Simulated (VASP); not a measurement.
# B2P3 (P6mm) in VASP: a series of runs

B2P3 is run at these levels: PBE; tasks: single point, relaxation of cell and atoms.

Program: VASP 6.6.1. These are calculated values, not measurements. Logs are shortened: lines on timing, memory, paths and dates and some standing lists are left out, and cuts for length are marked.

**1. The cell of the first run**

The structure is hexagonal, space group P6mm (No. 183). Conventional cell: a = 3.738 Å, b = 3.738 Å, c = 6.014 Å, α = 90.00°, β = 90.00°, γ = 120.00°. Within 2.9 Å of B (site symmetry 3m) lie 3 B at 2.16 Å and 4 P at 2.46 to 2.76 Å. Within 2.9 Å of P (site symmetry 3m) lie 6 P at 2.16 to 2.67 Å and 1 B at 2.76 Å. Within 3.3 Å of P (site symmetry 6mm) lie 6 B at 2.46 Å and 6 P at 2.67 Å.

**2. Single point, PBE**

INCAR

```
SYSTEM = B2P3
  ALGO = Normal
  EDIFF = 1E-6
  ENCUT = 520
  GGA = PE
  ISIF = 2
  ISMEAR = 0
  LASPH = .True.
  LCHARG = .False.
  LREAL = .False.
  LWAVE = .False.
  NBANDS = 18
  NELM = 80
  PREC = Accurate
  SIGMA = 0.1
```

KPOINTS

```
k-points
0
Gamma
  6 6 4
  0 0 0
```

POSCAR

```
B2P3
1.0
    3.7381650000      0.0000000000      0.0000000000
   -1.8690825000      3.2373458600      0.0000000000
    0.0000000000      0.0000000000      6.0135170900
B P
2 3
Direct
    0.3333333300      0.6666666700      0.8330824800
    0.6666666700      0.3333333300      0.8330824800
    0.3333333300      0.6666666700      0.3743722500
    0.6666666700      0.3333333300      0.3743722500
    0.0000000000      0.0000000000      0.6352225800
```

Potentials or basis: VASP PAW PBE potentials, release 64 (B, P).

Started as:

```sh
$ cat potpaw_PBE.64/B/POTCAR potpaw_PBE.64/P/POTCAR > POTCAR
$ mpirun -np 1 vasp_std > vasp.out
```

OUTCAR:

```text
SYSTEM = B2P3
   EDIFF = 1E-6
   ENCUT = 520
   GGA = PE
   ISIF = 2
   ISMEAR = 0
   LASPH = .True.
   LREAL = .False.
   NELM = 80
   PREC = Accurate

 ion  position               nearest neighbor table
   1  0.333  0.667  0.833-   2 2.16   2 2.16   2 2.16   5 2.46   5 2.46   5 2.46
   2  0.667  0.333  0.833-   1 2.16   1 2.16   1 2.16   5 2.46   5 2.46   5 2.46
   3  0.333  0.667  0.374-   4 2.16   4 2.16   4 2.16   5 2.67   5 2.67   5 2.67
   4  0.667  0.333  0.374-   3 2.16   3 2.16   3 2.16   5 2.67   5 2.67   5 2.67
   5  0.000  0.000  0.635-   1 2.46   2 2.46   2 2.46   1 2.46   2 2.46   1 2.46   3 2.67   4 2.67
                             4 2.67   3 2.67   3 2.67   4 2.67

  LATTYP: Found a hexagonal cell.
 ALAT       =     3.7381650000
 C/A-ratio  =     1.6086815563

  Lattice vectors:

 A1 = (   3.7381650000,   0.0000000000,   0.0000000000)
 A2 = (  -1.8690825000,   3.2373458600,   0.0000000000)
 A3 = (   0.0000000000,   0.0000000000,   6.0135170900)

Analysis of symmetry for initial positions (statically):
=====================================================================
 Subroutine PRICEL returns:
 Original cell was already a primitive cell.

 Routine SETGRP: Setting up the symmetry group for a
 hexagonal supercell.

 Subroutine GETGRP returns: Found 12 space group operations
 (whereof 12 operations were pure point group operations)
 out of a pool of 24 trial point group operations.

The static configuration has the point symmetry C_6v.

Analysis of symmetry for dynamics (positions and initial velocities):
=====================================================================
 Subroutine PRICEL returns:
 Original cell was already a primitive cell.

 Routine SETGRP: Setting up the symmetry group for a
 hexagonal supercell.

 Subroutine GETGRP returns: Found 12 space group operations
 (whereof 12 operations were pure point group operations)
 out of a pool of 24 trial point group operations.

The dynamic configuration has the point symmetry C_6v.

 Subroutine INISYM returns: Found 12 space group operations
 (whereof 12 operations are pure point group operations),
 and found     1 'primitive' translations

----------------------------------------------------------------------------------------

                                     Primitive cell

  volume of cell :      72.7740

  direct lattice vectors                    reciprocal lattice vectors
     3.738165000  0.000000000  0.000000000     0.267510931  0.154447508  0.000000000
    -1.869082500  3.237345860  0.000000000     0.000000000  0.308895016  0.000000000
     0.000000000  0.000000000  6.013517090     0.000000000  0.000000000  0.166292036

  length of vectors
     3.738165000  3.738165006  6.013517090     0.308895016  0.308895016  0.166292036

  position of ions in fractional coordinates (direct lattice)
     0.333333330  0.666666670  0.833082480
     0.666666670  0.333333330  0.833082480
     0.333333330  0.666666670  0.374372250
     0.666666670  0.333333330  0.374372250
     0.000000000  0.000000000  0.635222580

  ion indices of the primitive-cell ions
   primitive index   ion index
                 1           1
                 2           2
                 3           3
                 4           4
                 5           5

----------------------------------------------------------------------------------------

 KPOINTS: k-points

Automatic generation of k-mesh.
 Grid dimensions read from file:
 generate k-points for:    6    6    4

 Generating k-lattice:

  Cartesian coordinates                     Fractional coordinates (reciprocal lattice)
     0.044585155  0.025741251  0.000000000     0.166666667  0.000000000  0.000000000
     0.000000000  0.051482503  0.000000000     0.000000000  0.166666667  0.000000000
     0.000000000  0.000000000  0.041573009     0.000000000  0.000000000  0.250000000

  Length of vectors
     0.051482503  0.051482503  0.041573009

  Shift w.r.t. Gamma in fractional coordinates (k-lattice)
     0.000000000  0.000000000  0.000000000

 Subroutine IBZKPT returns following result:
 ===========================================

 Found     21 irreducible k-points:

 Following reciprocal coordinates:
            Coordinates               Weight
  0.000000  0.000000  0.000000      1.000000
  0.166667 -0.000000  0.000000      6.000000
  0.333333 -0.000000  0.000000      6.000000
  0.500000 -0.000000  0.000000      3.000000
  0.166667  0.166667  0.000000      6.000000
  0.333333  0.166667  0.000000     12.000000
[... 13 lines left out ...]
  0.333333  0.166667  0.500000     12.000000
  0.333333  0.333333  0.500000      2.000000
   k-points           NKPTS =     21   k-points in BZ     NKDIM =     21   number of bands    NBANDS=     18
   number of dos      NEDOS =    301   number of ions     NIONS =      5
   total plane-waves  NPLWV =  37632
   dimension x,y,z NGX =    28 NGY =   28 NGZ =   48
   dimension x,y,z NGXF=    56 NGYF=   56 NGZF=   96
   ions per type =               2   3
   NGX,Y,Z   is equivalent  to a cutoff of  12.45, 12.45, 13.27 a.u.
   NGXF,Y,Z  is equivalent  to a cutoff of  24.90, 24.90, 26.54 a.u.
 SYSTEM =  B2P3
   PREC   = accura    normal or accurate (medium, high low for compatibility)
   ISTART =      0    job   : 0-new  1-cont  2-samecut
   ICHARG =      2    charge: 1-file 2-atom 10-const
   ISPIN  =      1    spin polarized calculation?
   LNONCOLLINEAR =      F non collinear calculations
   LSORBIT =      F    spin-orbit coupling
   LASPH  =      T    aspherical Exc in radial PAW
   ENCUT  =  520.0 eV  38.22 Ry    6.18 a.u.   6.95  6.95 11.18*2*pi/ulx,y,z
   NELM   =     80;   NELMIN=  2; NELMDL= -5     # of ELM steps
   EDIFF  = 0.1E-05   stopping-criterion for ELM
   LREAL  =      F    real-space projection
[... 7 lines left out ...]
   TEBEG  =    0.0;   TEEND  =   0.0 temperature during run
   PSTRESS=    0.0 pullay stress
   NELECT =      21.0000    total number of electrons
   NUPDOWN=      -1.0000    fix difference up-down
   EMIN   =  10.00;   EMAX   =-10.00  energy-range for DOS
   EFERMI =   0.00;   METHOD = LEGACY
   ISMEAR =     0;   SIGMA  =   0.10  broadening in eV -4-tet -1-fermi 0-gaus
   EFERMI_NEDOS =   21; number of points for ismear=-14 and -15
   IALGO  =     38    algorithm
   IMIX   =      4    mixing-type and parameters
     AMIX     =   0.40;   BMIX     =  1.00
     AMIX_MAG =   1.60;   BMIX_MAG =  1.00
  volume/ion in A,a.u.               =      14.55        98.22
  Fermi-wavevector in a.u.,A,eV,Ry     =   1.081822  2.044348 15.923433  1.170339
  Thomas-Fermi vector in A             =   2.217848
   LORBIT       =      0    0 simple, 1 ext, 2 COOP (PROOUT), +10 PAW based schemes
   GGA     = PE    functional components
   LHFCALC =     F    Hartree Fock is set to
   AEXX    =    0.0000 exact exchange contribution
   IVDW    =     0    specifies the selected vdW correction
   LEPSILON=     F    determine dielectric tensor
   LRPA    =     F    only Hartree local field effects (RPA)
 non-spin polarized calculation
 Gauss-broadening in eV      SIGMA  =   0.10
  energy-cutoff  :      520.00
  volume of cell :       72.77
 maximum number of plane-waves:      1968
 NGX is ok and might be reduce to    28
   NGX = 13   NGY = 13   NGZ = 23

 number of electron      20.9999999 magnetization

 Free energy of the ion-electron system (eV)
  ---------------------------------------------------
  ext. energy  EPLUGINS =         0.00000000
  ---------------------------------------------------
  free energy    TOTEN  =       -22.94031512 eV

  energy without entropy =      -22.92145303  energy(sigma->0) =      -22.93088407

 E-fermi :   6.4165     XC(G=0): -10.2668

 val. band max:        6.4145430097   @ k =   0.3333   0.1667   0.2500
 cond. band min:       6.4181371412   @ k =   0.3333  -0.0000   0.2500
 fundamental gap:      0.0035941315
 Fermi energy:         6.4165368301

 k-point     1 :       0.0000    0.0000    0.0000
  band No.  band energies     occupation
      1     -10.2381      2.00000
      2      -5.8064      2.00000
      3      -1.2247      2.00000
      4       1.2360      2.00000
      5       1.2360      2.00000
      6       2.9925      2.00000
[... 10 lines left out ...]
     17       9.4354      0.00000
     18      11.7045      0.00000

 k-point     2 :       0.1667   -0.0000    0.0000
  band No.  band energies     occupation
      1      -9.8798      2.00000
      2      -5.5243      2.00000
      3      -1.4343      2.00000
      4      -0.8407      2.00000
      5       0.4481      2.00000
      6       1.4863      2.00000
[... 10 lines left out ...]
     17      10.4518      0.00000
     18      11.3967      0.00000

 k-point     3 :       0.3333   -0.0000    0.0000
  band No.  band energies     occupation
      1      -8.8209      2.00000
      2      -5.1529      2.00000
      3      -3.7672      2.00000
      4      -0.9274      2.00000
      5      -0.4194      2.00000
      6       0.2729      2.00000
[... 10 lines left out ...]
     17      11.1992      0.00000
     18      11.8538      0.00000

 k-point     4 :       0.5000   -0.0000    0.0000
  band No.  band energies     occupation
      1      -7.4034      2.00000
      2      -6.7046      2.00000
      3      -3.2428      2.00000
      4      -2.2103      2.00000
      5      -0.7311      2.00000
      6       0.6021      2.00000
[... 10 lines left out ...]
     17      12.5157      0.00000
     18      12.8688      0.00000

 k-point     5 :       0.1667    0.1667    0.0000
  band No.  band energies     occupation
      1      -9.1699      2.00000
      2      -5.0498      2.00000
      3      -3.0905      2.00000
      4      -1.8832      2.00000
      5       0.0871      2.00000
      6       1.3486      2.00000
[... 10 lines left out ...]
     17      11.6517      0.00000
     18      12.1638      0.00000

 k-point     6 :       0.3333    0.1667    0.0000
  band No.  band energies     occupation
      1      -7.7960      2.00000
      2      -5.7095      2.00000
      3      -4.1494      2.00000
      4      -2.2658      2.00000
      5      -0.8082      2.00000
      6       0.9290      2.00000
[... 10 lines left out ...]
     17      11.9974      0.00000
     18      12.2357      0.00000

 k-point     7 :       0.3333    0.3333    0.0000
  band No.  band energies     occupation
      1      -6.3089      2.00000
      2      -6.3089      2.00000
      3      -5.5052      2.00000
      4      -1.2594      2.00000
      5      -1.2594      2.00000
      6      -0.9011      2.00000
[... 10 lines left out ...]
     17      11.0435      0.00000
     18      12.4105      0.00000

 k-point     8 :       0.0000    0.0000    0.2500
  band No.  band energies     occupation
      1     -10.2164      2.00000
      2      -5.9717      2.00000
      3      -0.6571      2.00000
      4       1.2494      2.00000
      5       1.2494      2.00000
      6       3.0062      2.00000
[... 10 lines left out ...]
     17      10.0956      0.00000
     18      12.8791      0.00000
[... 166 lines left out ...]
     17      10.8799      0.00000
     18      11.2019      0.00000

 k-point    17 :       0.3333   -0.0000    0.5000
  band No.  band energies     occupation
      1      -8.7778      2.00000
      2      -5.2884      2.00000
      3      -3.8775      2.00000
      4      -1.0653      2.00000
      5      -0.3735      2.00000
      6       0.9736      2.00000
[... 10 lines left out ...]
     17      11.1705      0.00000
     18      12.3044      0.00000

 k-point    18 :       0.5000   -0.0000    0.5000
  band No.  band energies     occupation
      1      -7.3692      2.00000
      2      -6.6602      2.00000
      3      -3.4336      2.00000
      4      -2.5881      2.00000
      5      -0.6837      2.00000
      6       0.7510      2.00000
[... 10 lines left out ...]
     17      12.4503      0.00000
     18      13.8482      0.00000

 k-point    19 :       0.1667    0.1667    0.5000
  band No.  band energies     occupation
      1      -9.1263      2.00000
      2      -5.3091      2.00000
      3      -3.0549      2.00000
      4      -1.8565      2.00000
      5       1.0337      2.00000
      6       1.1725      2.00000
[... 10 lines left out ...]
     17      10.5131      0.00000
     18      12.3585      0.00000

 k-point    20 :       0.3333    0.1667    0.5000
  band No.  band energies     occupation
      1      -7.7551      2.00000
      2      -5.6880      2.00000
      3      -4.2354      2.00000
      4      -2.4885      2.00000
      5      -1.0605      2.00000
      6       0.6488      2.00000
[... 10 lines left out ...]
     17      12.0920      0.00000
     18      13.2865      0.00000

 k-point    21 :       0.3333    0.3333    0.5000
  band No.  band energies     occupation
      1      -6.2739      2.00000
      2      -6.2739      2.00000
      3      -5.4777      2.00000
      4      -1.6223      2.00000
      5      -1.6223      2.00000
      6      -1.0922      2.00000
[... 10 lines left out ...]
     17      10.8969      0.00000
     18      13.0979      0.00000

------------------------ aborting loop because EDIFF is reached ----------------------------------------

  FORCE on cell =-STRESS in cart. coord.  units (eV):
  Direction    XX          YY          ZZ          XY          YZ          ZX
  --------------------------------------------------------------------------------------
  -------------------------------------------------------------------------------------
  Total       -3.0525755     -3.0525755     -2.1334281      0.0000000      0.0000000      0.0000000
  in kB      -67.2048910    -67.2048912    -46.9691269      0.0000000      0.0000000      0.0000000
  external PRESSURE =     -60.4596364 kB  Pullay stress =       0.0000000 kB

 VOLUME and BASIS-vectors are now :
 -----------------------------------------------------------------------------
  energy-cutoff  :      520.00
  volume of cell :       72.77
      direct lattice vectors                 reciprocal lattice vectors
     3.738165000  0.000000000  0.000000000     0.267510931  0.154447508  0.000000000
    -1.869082500  3.237345860  0.000000000     0.000000000  0.308895016  0.000000000
     0.000000000  0.000000000  6.013517090     0.000000000  0.000000000  0.166292036

 POSITION                                       TOTAL-FORCE (eV/Angst)
 -----------------------------------------------------------------------------------
     -0.00000      2.15823      5.00976        -0.000000      0.000000     -0.142215
      1.86908      1.07912      5.00976         0.000000      0.000000     -0.142215
     -0.00000      2.15823      2.25129        -0.000000      0.000000     -0.140045
      1.86908      1.07912      2.25129         0.000000     -0.000000     -0.140045
      0.00000      0.00000      3.81992        -0.000000      0.000000      0.564519
 -----------------------------------------------------------------------------------
    total drift:                                0.000000      0.000000     -0.000061

  FREE ENERGIE OF THE ION-ELECTRON SYSTEM (eV)
  ---------------------------------------------------
  free  energy   TOTEN  =       -22.9403151182 eV

  energy  without entropy=      -22.9214530314  energy(sigma->0) =      -22.93088407
```

Wall time 25 s (1 thread of Intel Xeon Platinum 8259CL at 2.50GHz (Skylake/Cascade Lake), shared host); peak memory 0.18 GiB.

Results:

* Free energy: -22.9403 eV
* Pressure: -6.0 GPa
* Largest force: 0.565 eV/Å

Forces on the atoms (eV/Å):
```
B    0.000  0.000 -0.142
B    0.000  0.000 -0.142
P    0.000  0.000 -0.140
P    0.000  0.000 -0.140
P    0.000  0.000  0.565
```

Levels at points of the mesh, in eV from the Fermi level:
```csv
k point,band 9,band 10,band 11,band 12,band 13,band 14
"(0.00, 0.00, 0.00)",-2.43,-1.13,-1.13,-0.55,1.29,1.29
"(0.50, 0.00, 0.00)",-2.86,-1.53,1.52,1.80,1.90,3.68
"(0.00, 0.00, 0.50)",-3.05,-1.26,-1.26,-1.16,0.81,1.09
"(0.50, 0.00, 0.50)",-2.43,-1.48,-0.77,1.49,2.03,3.09
```

Caveat: this functional lacks dispersion, which binds the layers, so the pressure and a relaxed spacing across them are unreliable.

**3. Relaxation of cell and atoms, PBE**

INCAR

```
PREC = Accurate
ENCUT = 600
EDIFF = 1E-6
ISMEAR = 0
SIGMA = 0.1
LREAL = F
LASPH = T
NELM = 100
ALGO = Normal
ISIF = 3
LWAVE = F
LCHARG = F
GGA = PE
IBRION = 2
NSW = 90
EDIFFG = -0.04
```

KPOINTS

```
regular mesh
0
Gamma
  6 6 4
```

POSCAR is that of step 2.

Potentials or basis: VASP PAW PBE potentials, release 64 (B, P).

Started as:

```sh
$ cat potpaw_PBE.64/B/POTCAR potpaw_PBE.64/P/POTCAR > POTCAR
$ mpirun -np 1 vasp_std > vasp.out
```

It took 12 min on 1 thread of Intel Xeon Platinum 8259CL at 2.50GHz (Skylake/Cascade Lake), shared host; peak memory 0.21 GiB.

Results (log left out):

```
Free energy                            : -25.4824 eV
Relaxed volume                         : 11.55 Å³/atom
Relaxed cell                           : a = 3.848 Å, b = 3.848 Å, c = 4.502 Å, α = 90.00°, β = 90.00°, γ = 120.00°
Space group after relaxing (to 0.05 Å) : P6mm (No. 183)
Energy gained by relaxing              : 508.1 meV/atom
Ionic steps                            : 63
Pressure after relaxing                : 0.1 GPa
Largest force after relaxing           : 0.033 eV/Å
```

Forces on the atoms (eV/Å):
```
B    0.000  0.000  0.000
B    0.000  0.000  0.000
P    0.000  0.000  0.017
P    0.000  0.000  0.017
P    0.000  0.000 -0.033
```

Stress tensor (GPa, compression positive):
```
0.03 0.00 0.00
0.00 0.03 0.00
0.00 0.00 0.37
```

Step by step:
```csv
step,energy change (eV),largest force (eV/Å),pressure (GPa),volume (Å³)
1,0.0000,0.5635,-6.04,72.77
3,-0.1196,0.8711,0.65,67.47
5,-0.4485,0.8041,2.04,63.49
7,-0.4762,2.0669,49.04,46.58
9,-1.3015,0.5758,24.97,50.97
11,-1.3086,0.6395,22.56,51.70
13,-1.3693,0.5681,23.62,51.25
15,-1.4127,1.2673,30.21,49.44
17,-1.5212,0.8282,25.53,50.39
19,-1.9239,0.9282,17.59,51.85
21,-2.3237,0.9335,0.89,57.69
23,-2.3406,0.9115,2.59,56.68
25,-2.3983,0.7506,0.16,57.17
27,-2.4501,0.4084,-1.95,57.48
29,-2.4569,0.3032,4.57,55.11
31,-2.4816,0.2048,0.80,56.29
33,-2.4911,0.0842,-0.34,56.92
35,-2.4916,0.0766,0.00,56.79
37,-2.4921,0.0615,0.22,56.71
39,-2.4937,0.1203,0.07,56.77
41,-2.4944,0.1531,0.05,56.79
43,-2.4983,0.3005,-0.05,56.88
45,-2.4993,0.3492,-0.11,56.92
47,-2.5014,0.3651,-0.12,56.95
49,-2.5022,0.3785,-0.12,56.98
51,-2.5097,0.3269,0.05,56.97
53,-2.5270,0.1699,0.82,56.92
55,-2.5285,0.1263,1.26,56.89
57,-2.5374,0.0279,-0.25,57.68
59,-2.5391,0.0936,-0.35,57.83
61,-2.5400,0.0860,0.07,57.72
63,-2.5406,0.0334,0.14,57.73
```

Final structure:
```yaml
crystal:
  lattice:
    - [3.84782, 0.00000, 0.00000]
    - [-1.92391, 3.33231, 0.00000]
    - [0.00000, 0.00000, 4.50200]
  atoms:
    - { symbol: B, position: [0.33333, 0.66667, 0.84887] }
    - { symbol: B, position: [0.66667, 0.33333, 0.84887] }
    - { symbol: P, position: [0.33333, 0.66667, 0.29753] }
    - { symbol: P, position: [0.66667, 0.33333, 0.29753] }
    - { symbol: P, position: [0.00000, 0.00000, 0.75733] }
```

Levels at points of the mesh, in eV from the Fermi level:
| k point | band 8 | band 9 | band 10 | band 11 | band 12 | band 13 | band 14 |
| --- | --- | --- | --- | --- | --- | --- | --- |
| (0.00, 0.00, 0.00) | -3.88 | -2.24 | -1.27 | -1.27 | -0.93 | 1.58 | 1.69 |
| (0.50, 0.00, 0.00) | -4.09 | -3.74 | -0.85 | -0.07 | 2.77 | 3.79 | 3.97 |
| (0.00, 0.00, 0.50) | -3.38 | -2.92 | -2.92 | -2.22 | -1.86 | -0.55 | -0.13 |
| (0.50, 0.00, 0.50) | -4.08 | -1.23 | 0.29 | 1.53 | 1.92 | 4.61 | 4.71 |

Caveat: the volume moved by over 15 % at a fixed basis, so the end points are rough; the bands computed are all filled at some k points, so no gap is given; this functional lacks dispersion, which binds the layers, so the pressure and a relaxed spacing across them are unreliable.
